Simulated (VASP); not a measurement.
Input of a VASP 6.6.1 run:

Contents of INCAR:

```
SYSTEM = ZnO
PREC = Accurate ; ENCUT = 520
EDIFF = 1E-7 ; ISMEAR = 0
SIGMA = 0.01 ; LREAL = Auto
LASPH = .True. ; NELM = 100
ALGO = Normal ; ISIF = 2
LWAVE = .False. ; LCHARG = .False.
GGA = PE ; NBANDS = 86
```

KPOINTS

```
regular mesh
0
Gamma
  3 3 3
  0 0 0
```

Contents of POSCAR:

```
ZnO
1.0
    0.0000000000      0.0000000000     -5.2932332133
   -3.2793907598      5.6800714139      0.0000000000
    6.5587815197      0.0000000000      0.0000000000
Zn O
8 8
Direct
    0.4993955898      0.1666666667      0.3333333333
    0.4993955898      0.6666666667      0.3333333333
    0.4993955898      0.1666666667      0.8333333333
    0.4993955898      0.6666666667      0.8333333333
    0.9993955898      0.3333333333      0.1666666667
    0.9993955898      0.8333333333      0.1666666667
    0.9993955898      0.3333333333      0.6666666667
    0.9993955898      0.8333333333      0.6666666667
    0.1202944102      0.1666666667      0.3333333333
    0.1202944102      0.6666666667      0.3333333333
    0.1202944102      0.1666666667      0.8333333333
    0.1202944102      0.6666666667      0.8333333333
    0.6202944102      0.3333333333      0.1666666667
    0.6202944102      0.8333333333      0.1666666667
    0.6202944102      0.3333333333      0.6666666667
    0.6202944102      0.8333333333      0.6666666667
```

Potentials or basis: VASP PAW PBE potentials, release 64 (Zn, O).

The run is started by

```console
$ cat potpaw_PBE.64/Zn/POTCAR potpaw_PBE.64/O/POTCAR > POTCAR
$ mpirun -np 1 vasp_std > vasp.out
```

Problem. Estimate the pressure.

Solution. 0.9 GPa.

Problem. What does it give for the band gap on the k mesh?

Solution. 0.73 eV.

Caveat: semilocal functionals underestimate gaps, and a narrow one can read as zero.
